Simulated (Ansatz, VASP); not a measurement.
**One calculation of VRu, two programs**

```
CELL_PARAMETERS angstrom
2.72825 0.00000 0.00000
0.00000 2.72825 0.00000
0.00000 0.00000 2.72825
ATOMIC_POSITIONS crystal
V 0.50000 0.50000 0.50000
Ru 0.00000 0.00000 0.00000
```

Change from the starting cell: volume scaled by 0.75, LAPW.

Alike in both runs: task single point; functional LDA; k mesh 12 × 12 × 12; occupations fermi-dirac, width 0.05 eV; collinear spin.

```csv
,VASP,Ansatz
version,VASP 6.6.1,Ansatz 0.2.0
potentials or method,"VASP PAW LDA potentials, release 64 (V_sv, Ru_pv), cutoff 520 eV","all-electron LAPW, scalar-relativistic"
```

VASP gave:

- pressure (GPa): 114.7
- net moment per atom (μB): 0.00

Problem. Estimate Ansatz's values.

Solution. Pressure (GPa): 112.2; net moment per atom (μB): 0.00.

LDA's correlation is that of Perdew and Zunger in VASP and of Perdew and Wang (1992) in Ansatz. Both programs put the cell under a high pressure, so it lies far from rest at this level. Ansatz ran all-electron here, and VASP with PAW potentials. Ansatz's warnings: seeded moment not kept.

Noted on VASP's run: the cell as given lies far from equilibrium.
